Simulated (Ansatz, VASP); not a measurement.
# One calculation of Rh, two programs

```xyz
1
Lattice="0.0000 1.8635 1.9016 1.9016 0.0000 1.9016 1.9016 1.8635 0.0000" Properties=species:S:1:pos:R:3 pbc="T T T"
Rh    0.0000    0.0000    0.0000
```

Change from the starting cell: strain -0.0200 x Voigt [0, 1, 0, 0, 0, 0], atoms carried along.

Alike in both runs: task single point; functional r2SCAN; k mesh 22 × 22 × 22; occupations gaussian, width 0.15 eV; no spin polarisation.

```csv
,VASP,Ansatz
version,VASP 6.6.1,Ansatz 0.2.0
potentials or method,"VASP PAW PBE potentials, release 64 (Rh_pv), cutoff 520 eV","scalar-relativistic, plane waves, PAW"
valence electrons in the cell,15,17
```

|  | VASP | Ansatz | Ansatz less VASP |
| --- | --- | --- | --- |
| gap on the k mesh at the Fermi level (eV) | none | none | - |
| pressure (GPa) | 6.7 | 5.4 | -1.33 |
| traceless stress, the component that is largest in VASP (GPa) | 3.44 | 3.42 | -0.022 |

VASP's potentials were made for PBE, not for r2SCAN. A gap of «none» marks a metal or a gap that the smearing closes. With one functional, cell and mesh, what is left measures potentials, basis and numerics. VASP's potentials hold 15 valence electrons a cell and Ansatz's 17, so a difference there can come from the potentials and not from the codes.
